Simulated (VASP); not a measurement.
A run of VASP 6.6.1 is set up as follows.

File INCAR:

```
  ALGO = Normal
  EDIFF = 1E-6
  ENCUT = 520
  GGA = PE
  ISIF = 2
  ISMEAR = -1
  LASPH = T
  LCHARG = F
  LREAL = F
  LWAVE = F
  NBANDS = 8
  NELM = 100
  PREC = Accurate
  SIGMA = 0.08
```

Contents of KPOINTS:

```
k-points
0
Gamma
  18 18 18
```

The input POSCAR:

```
Al
1.0
   -1.4868875652      1.4868875652      1.4868875652
    1.4868875652     -1.4868875652      1.4868875652
    1.4868875652      1.4868875652     -1.4868875652
Al
1
Direct
    0.0000000000      0.0000000000      0.0000000000
```

Potentials or basis: VASP PAW PBE potentials, release 64 (Al).

Run with:

```sh
$ cat potpaw_PBE.64/Al/POTCAR > POTCAR
$ mpirun -np 1 vasp_std > vasp.out
```

Predict the pressure.

30.0 GPa.
